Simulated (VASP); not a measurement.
# Ir4W in VASP: further runs, part 2 of 2

VASP 6.6.1.

### 4 Relaxation of cell and atoms, PBE

The input, INCAR:

```
ALGO = Fast
EDIFF = 1E-6
EDIFFG = -0.01
ENCUT = 600
GGA = PE
IBRION = 2
ISIF = 3
ISMEAR = 0
LASPH = T
LCHARG = F
LREAL = F
LWAVE = F
NELM = 80
NSW = 100
PREC = Accurate
SIGMA = 0.1
```

The input, KPOINTS:

```
k-points
0
Gamma
  8 8 6
```

The input, POSCAR:

```
Ir4W
1.0
    3.8964538595      0.0000000000      0.0000000000
    0.0000000000      3.8964538595      0.0000000000
    0.0000000000      0.0000000000      5.8273974256
Ir W
4 1
Direct
    0.0000000000      0.5000000000      0.2147666738
    0.5000000000      0.0000000000      0.7852333262
    0.0000000000      0.5000000000      0.7852333262
    0.5000000000      0.0000000000      0.2147666738
    0.0000000000      0.0000000000      0.5000000000
```

Potentials or basis: VASP PAW PBE potentials, release 64 (Ir, W_sv).

The run is started by

```
cat potpaw_PBE.64/Ir/POTCAR potpaw_PBE.64/W_sv/POTCAR > POTCAR
mpirun -np 1 vasp_std > vasp.out
```

OUTCAR:

```text
EDIFF = 1E-6
   EDIFFG = -0.01
   ENCUT = 600
   GGA = PE
   IBRION = 2
   ISIF = 3
   ISMEAR = 0
   LASPH = T
   LREAL = F
   NELM = 80
   NSW = 100
   PREC = Accurate

 ion  position               nearest neighbor table
   1  0.000  0.500  0.215-   3 2.50   5 2.56   5 2.56   4 2.76   4 2.76   4 2.76   4 2.76   3 3.32

   2  0.500  0.000  0.785-   4 2.50   5 2.56   5 2.56   3 2.76   3 2.76   3 2.76   3 2.76   4 3.32

   3  0.000  0.500  0.785-   1 2.50   5 2.56   5 2.56   2 2.76   2 2.76   2 2.76   2 2.76   1 3.32

   4  0.500  0.000  0.215-   2 2.50   5 2.56   5 2.56   1 2.76   1 2.76   1 2.76   1 2.76   2 3.32

   5  0.000  0.000  0.500-   1 2.56   2 2.56   3 2.56   4 2.56   1 2.56   3 2.56   2 2.56   4 2.56

  LATTYP: Found a simple tetragonal cell.
 ALAT       =     3.8964538595
 C/A-ratio  =     1.4955643351

  Lattice vectors:

 A1 = (   3.8964538595,   0.0000000000,   0.0000000000)
 A2 = (   0.0000000000,   3.8964538595,   0.0000000000)
 A3 = (   0.0000000000,   0.0000000000,   5.8273974256)

Analysis of symmetry for initial positions (statically):
=====================================================================
 Subroutine PRICEL returns:
 Original cell was already a primitive cell.

[... 289 lines left out ...]
  free  energy   TOTEN  =       -45.6458394752 eV

  energy  without entropy=      -45.6240138734  energy(sigma->0) =      -45.63492667

[... ionic steps 4 to 9 ...]

--------------------------------------- Ionic step       10  -------------------------------------------

 number of electron      50.0000000 magnetization

------------------------ aborting loop because EDIFF is reached ----------------------------------------
[... 73 lines left out ...]
--------------------------------------- Ionic step       12  -------------------------------------------

 number of electron      50.0000000 magnetization

 Free energy of the ion-electron system (eV)
  ---------------------------------------------------
  ext. energy  EPLUGINS =         0.00000000
  ---------------------------------------------------
  free energy    TOTEN  =       -45.65008299 eV

  energy without entropy =      -45.62775497  energy(sigma->0) =      -45.63891898

 E-fermi :   7.4893     XC(G=0): -12.5715

 val. band max:        7.4866242685   @ k =   0.5000   0.3750   0.5000
 cond. band min:       7.4904803616   @ k =   0.5000   0.3750   0.5000
 fundamental gap:      0.0038560930
 Fermi energy:         7.4893264408

 k-point     1 :       0.0000    0.0000    0.0000
  band No.  band energies     occupation
      1     -66.9483      2.00000
      2     -31.2119      2.00000
      3     -31.1317      2.00000
      4     -31.1317      2.00000
      5      -1.4391      2.00000
      6       1.0290      2.00000
[... 781 lines left out ...]
     29       9.1165      0.00000
     30       9.2165      0.00000

 [... further k-points ...]

------------------------ aborting loop because EDIFF is reached ----------------------------------------

  FORCE on cell =-STRESS in cart. coord.  units (eV):
  Direction    XX          YY          ZZ          XY          YZ          ZX
  --------------------------------------------------------------------------------------
  -------------------------------------------------------------------------------------
  Total        0.0002533      0.0002533      0.0047638      0.0000000      0.0000000      0.0000000
  in kB        0.0046237      0.0046237      0.0869453      0.0000000      0.0000000      0.0000000
  external PRESSURE =       0.0320642 kB  Pullay stress =       0.0000000 kB
[... 20 lines left out ...]
  FREE ENERGIE OF THE ION-ELECTRON SYSTEM (eV)
  ---------------------------------------------------
  free  energy   TOTEN  =       -45.6500829854 eV

  energy  without entropy=      -45.6277549705  energy(sigma->0) =      -45.63891898

 reached required accuracy - stopping structural energy minimisation
```

It took 13 min on 1 thread of AMD EPYC 9R45 (Zen 5), shared host; peak memory 0.32 GiB.

What came out:

| Item | Value |
| --- | --- |
| Free energy | -45.6501 eV |
| Relaxed volume | 17.56 Å³/atom |
| Relaxed cell | a = 3.832 Å, b = 3.832 Å, c = 5.978 Å, α = 90.00°, β = 90.00°, γ = 90.00° |
| Space group after relaxing (to 0.05 Å) | P4/mmm (No. 123) |
| Energy gained by relaxing | 8.4 meV/atom |
| Ionic steps | 12 |
| Pressure after relaxing | 0.0 GPa |
| Band gap on the k mesh | zero (band 25 reaches 8.63 eV, above the bottom of band 26 at 6.37 eV) |

The path:
```
step  energy change (eV)  largest force (eV/Å)  pressure (GPa)  volume (Å³)
   1              0.0000                0.2567            0.01        88.47
   2             -0.0260                0.1524           -0.84        88.49
   3             -0.0377                0.0331           -1.60        88.48
   4             -0.0218                0.0033            4.41        86.27
   5             -0.0415                0.0259            0.16        87.79
   6             -0.0415                0.0243            0.18        87.78
   7             -0.0418                0.0095            0.15        87.76
   8             -0.0419                0.0013            0.12        87.75
   9             -0.0419                0.0019            0.12        87.74
  10             -0.0419                0.0019            0.13        87.75
  11             -0.0418                0.0015           -0.34        87.92
  12             -0.0419                0.0001            0.00        87.78
```

Final structure:
```
CELL_PARAMETERS angstrom
3.83213 0.00000 0.00000
0.00000 3.83213 0.00000
0.00000 0.00000 5.97776
ATOMIC_POSITIONS crystal
Ir 0.00000 0.50000 0.20938
Ir 0.50000 0.00000 0.79062
Ir 0.00000 0.50000 0.79062
Ir 0.50000 0.00000 0.20938
W 0.00000 0.00000 0.50000
```

Caveat: spin-orbit coupling is left out, which moves the levels of the heavy elements.

### 5 The runs side by side

```tsv
task	cell	k mesh	cutoff (eV)	smearing	gap on the mesh (eV)	pressure (GPa)	largest force (eV/Å)
single point	a = 3.896, b = 3.896, c = 5.827 Å, 5 atoms	4 × 4 × 3	520	gaussian 0.2 eV	none	0.3	0.03
single point	a = 3.833, b = 3.833, c = 5.967 Å, 5 atoms	8 × 8 × 6	520	gaussian 0.1 eV	none	0.4	0.03
relaxation of cell and atoms	relaxed from a = 3.896, b = 3.896, c = 5.827 Å, 5 atoms	8 × 8 × 6	600	gaussian 0.1 eV	none	0.0	-
```

Alike in all rows: level PBE; potentials or basis VASP PAW PBE potentials, release 64 (Ir, W_sv); no spin polarisation.

Caveats: some runs use coarse meshes; spin-orbit coupling is left out, which moves the levels of the heavy elements.

Total energies depend on the potentials used, so only differences within one code and one set of settings carry meaning.
